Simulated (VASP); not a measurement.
# CrCuO2 (R-3m) in VASP: further runs, part 2 of 2

VASP 6.6.1. The steps go on from the part before.

### 5 Single point, PBEsol (9.60 Å³/atom)

This run uses another cell than the first one, of 9.60 Å³/atom.

The input, INCAR:

```
SYSTEM = CrCuO2
PREC = Accurate ; ENCUT = 600
EDIFF = 1E-6 ; ISMEAR = -1
SIGMA = 0.08 ; LREAL = .False.
LASPH = .True. ; NELM = 120
ALGO = Normal ; ISIF = 2
LWAVE = .False. ; LCHARG = .True.
GGA = PS ; LELF = .True.
LVHAR = .True. ; NBANDS = 26
GGA_COMPAT = .False.
```

The input, KPOINTS:

```
Automatic mesh
0
Gamma
  11 11 11
  0 0 0
```

The input, POSCAR:

```
CrCuO2
1.0
    1.4246807803      0.8225398320      5.4622186370
   -1.4246807803      0.8225398320      5.4622186370
    0.0000000000     -1.6450796640      5.4622186370
Cr Cu O
1 1 2
Direct
    0.5000000000      0.5000000000      0.5000000000
    0.0000000000      0.0000000000      0.0000000000
    0.1079200000      0.1079200000      0.1079200000
    0.8920800000      0.8920800000      0.8920800000
```

Potentials or basis: VASP PAW PBE potentials, release 64 (Cr_pv, Cu, O).

Command:

```bash
$ cat potpaw_PBE.64/Cr_pv/POTCAR potpaw_PBE.64/Cu/POTCAR potpaw_PBE.64/O/POTCAR > POTCAR
$ mpirun -np 1 vasp_std > vasp.out
```

OUTCAR:

```text
SYSTEM = CrCuO2
   PREC = Accurate
   ENCUT = 600
   EDIFF = 1E-6
   ISMEAR = -1
   LREAL = .False.
   LASPH = .True.
   NELM = 120
   ISIF = 2
   GGA = PS

 ion  position               nearest neighbor table
   1  0.500  0.500  0.500-   3 1.91   4 1.91   3 1.91   3 1.91   4 1.91   4 1.91
   2  0.000  0.000  0.000-   3 1.77   4 1.77
   3  0.108  0.108  0.108-   2 1.77   1 1.91   1 1.91   1 1.91
   4  0.892  0.892  0.892-   2 1.77   1 1.91   1 1.91   1 1.91

  LATTYP: Found a trigonal (rhomboedric) cell.
 ALAT       =     5.7045700574
 COS(alpha) =     0.8752561078

  Lattice vectors:

 A1 = (   1.4246807803,   0.8225398320,   5.4622186370)
 A2 = (  -1.4246807803,   0.8225398320,   5.4622186370)
 A3 = (   0.0000000000,  -1.6450796640,   5.4622186370)

Analysis of symmetry for initial positions (statically):
=====================================================================
 Subroutine PRICEL returns:
 Original cell was already a primitive cell.

 Routine SETGRP: Setting up the symmetry group for a
[... 169 lines left out ...]

  energy without entropy =      -29.33686610  energy(sigma->0) =      -29.38055727

 E-fermi :   8.0601     XC(G=0): -12.6437

 val. band max:        8.0436918420   @ k =  -0.4545   0.2727   0.1818
 cond. band min:       8.0629254473   @ k =  -0.4545   0.4545   0.1818
 fundamental gap:      0.0192336054
 Fermi energy:         8.0600854286

 k-point     1 :       0.0000    0.0000    0.0000
  band No.  band energies     occupation
      1     -35.8063      2.00000
      2     -35.8063      2.00000
      3     -35.6472      2.00000
      4     -13.9106      2.00000
      5     -11.9829      2.00000
      6      -1.9057      2.00000
[... 685 lines left out ...]
     25      17.7024      0.00000
     26      18.4709      0.00000

 [... further k-points ...]

------------------------ aborting loop because EDIFF is reached ----------------------------------------

  FORCE on cell =-STRESS in cart. coord.  units (eV):
  Direction    XX          YY          ZZ          XY          YZ          ZX
  --------------------------------------------------------------------------------------
  -------------------------------------------------------------------------------------
  Total        1.2783508      1.2783508      9.7124286      0.0000000      0.0000000     -0.0000000
  in kB       53.3292889     53.3292889    405.1758833      0.0000000      0.0000000     -0.0000000
  external PRESSURE =     170.6114870 kB  Pullay stress =       0.0000000 kB

 VOLUME and BASIS-vectors are now :
 -----------------------------------------------------------------------------
  energy-cutoff  :      600.00
  volume of cell :       38.41
      direct lattice vectors                 reciprocal lattice vectors
     1.424680780  0.822539832  5.462218637     0.350955812  0.202624432  0.061025264
    -1.424680780  0.822539832  5.462218637    -0.350955812  0.202624432  0.061025264
     0.000000000 -1.645079664  5.462218637     0.000000000 -0.405248865  0.061025264

 POSITION                                       TOTAL-FORCE (eV/Angst)
 -----------------------------------------------------------------------------------
      0.00000      0.00000      8.19333        -0.000000     -0.000000      0.000000
      0.00000      0.00000      0.00000         0.000000      0.000000      0.000000
      0.00000      0.00000      1.76845         0.000000      0.000000     -0.834014
      0.00000      0.00000     14.61821         0.000000      0.000000      0.834014
 -----------------------------------------------------------------------------------
    total drift:                                0.000000      0.000000     -0.000000

  FREE ENERGIE OF THE ION-ELECTRON SYSTEM (eV)
  ---------------------------------------------------
  free  energy   TOTEN  =       -29.4242484389 eV

  energy  without entropy=      -29.3368660950  energy(sigma->0) =      -29.38055727
```

OSZICAR:

```text
N       E                     dE             d eps       ncg     rms          rms(c)
DAV:   1     0.370214696038E+03    0.37021E+03   -0.20321E+04  8328   0.209E+03
DAV:   2    -0.946841338210E+00   -0.37116E+03   -0.34694E+03  7842   0.464E+02
DAV:   3    -0.349907639875E+02   -0.34044E+02   -0.32887E+02  9042   0.150E+02
DAV:   4    -0.360321635175E+02   -0.10414E+01   -0.10354E+01  9278   0.265E+01
DAV:   5    -0.360743553860E+02   -0.42192E-01   -0.42079E-01 11044   0.519E+00    0.284E+01
DAV:   6    -0.316540543960E+02    0.44203E+01   -0.42095E+01 11018   0.121E+02    0.128E+01
DAV:   7    -0.295059864849E+02    0.21481E+01   -0.12299E+01 10930   0.956E+01    0.907E+00
DAV:   8    -0.297709825461E+02   -0.26500E+00   -0.26214E+00 11432   0.242E+01    0.782E+00
DAV:   9    -0.294465302865E+02    0.32445E+00   -0.30149E+00 11006   0.266E+01    0.139E+00
DAV:  10    -0.294269312534E+02    0.19599E-01   -0.81676E-02 10368   0.312E+00    0.405E-01
DAV:  11    -0.294244693573E+02    0.24619E-02   -0.16345E-02 11382   0.206E+00    0.514E-01
DAV:  12    -0.294243090708E+02    0.16029E-03   -0.23639E-03 10652   0.523E-01    0.751E-02
DAV:  13    -0.294242558925E+02    0.53178E-04   -0.18347E-04 10656   0.189E-01    0.246E-02
DAV:  14    -0.294242503069E+02    0.55855E-05   -0.19346E-05 10840   0.493E-02    0.121E-02
DAV:  15    -0.294242485867E+02    0.17202E-05   -0.43575E-06  8398   0.205E-02    0.623E-03
DAV:  16    -0.294242484389E+02    0.14787E-06   -0.42690E-07  4348   0.944E-03
   1 F= -.29424248E+02 E0= -.29380557E+02  d E =-.873823E-01
```

stdout:

```text
POSCAR found type information on POSCAR CrCuO
 POSCAR found :  3 types and       4 ions
 scaLAPACK will be used
 -----------------------------------------------------------------------------
|                                                                             |
|                                                                             |
|     You enforced a specific xc type in the INCAR file but a different       |
|     I HOPE YOU KNOW WHAT YOU ARE DOING!                                     |
|                                                                             |
 -----------------------------------------------------------------------------

 LDA part: xc-table for (Slater+PW92), standard interpolation
 POSCAR, INCAR and KPOINTS ok, starting setup
 FFT: planning ... GRIDC
 FFT: planning ... GRID_SOFT
 FFT: planning ... GRID
 WAVECAR not read
 entering main loop
```

Run time: 18 min. Hardware: 1 thread of Intel Xeon 8259CL, shared host; peak memory 0.44 GiB.

What came out:

- Free energy: -29.4242 eV
- Pressure: 17.1 GPa
- Largest force: 0.834 eV/Å
- Band gap on the k mesh: zero (an odd number of electrons rules out a gap without spin polarisation)

Forces in eV/Å, atoms in the order of the input:
```
Cr   0.000  0.000  0.000
Cu   0.000  0.000  0.000
O    0.000  0.000 -0.834
O    0.000  0.000  0.834
```

Caveat: the stress differs along the axes, from 5 to 41 GPa; an empty level that is flat over the whole mesh can mark a ghost state of the potentials, or a narrow d or f band; the PAW data sets were made with another functional, which shifts forces and pressure a little; an odd number of electrons without spin polarisation forces a metal; a magnetic or distorted state may lie lower; the run has no spin polarisation, though such a crystal can be magnetic; semilocal functionals often make such compounds metallic where correlation or magnetic order opens a gap, which also shifts bond lengths. With open d or f shells a metallic result of PBEsol can be an artefact of self-interaction; +U or a hybrid may open a gap.

### 6 Summary

| cell | gap on the mesh (eV) | pressure (GPa) | largest force (eV/Å) |
| --- | --- | --- | --- |
| a = 5.286 Å, angles 28.9°, 4 atoms | none | 123.2 | 2.32 |
| a = 5.433 Å, angles 28.9°, 4 atoms | none | 74.3 | 1.71 |
| a = 5.572 Å, angles 28.9°, 4 atoms | none | 40.5 | 1.22 |
| a = 5.705 Å, angles 28.9°, 4 atoms | none | 17.1 | 0.83 |

Alike in all rows: task single point; level PBEsol; potentials or basis VASP PAW PBE potentials, release 64 (Cr_pv, Cu, O); no spin polarisation; k mesh 11 × 11 × 11; cutoff (eV) 600; smearing fermi-dirac 0.08 eV.

Caveats: an empty level that is flat over the whole mesh can mark a ghost state of the potentials, or a narrow d or f band; the PAW data sets were made with another functional, which shifts forces and pressure a little; an odd number of electrons without spin polarisation forces a metal; a magnetic or distorted state may lie lower; the run has no spin polarisation, though such a crystal can be magnetic; semilocal functionals often make such compounds metallic where correlation or magnetic order opens a gap, which also shifts bond lengths; the stress differs along the axes, from 91 to 188 GPa (at least some runs).

Absolute energies hang on the potentials; compare differences alone.
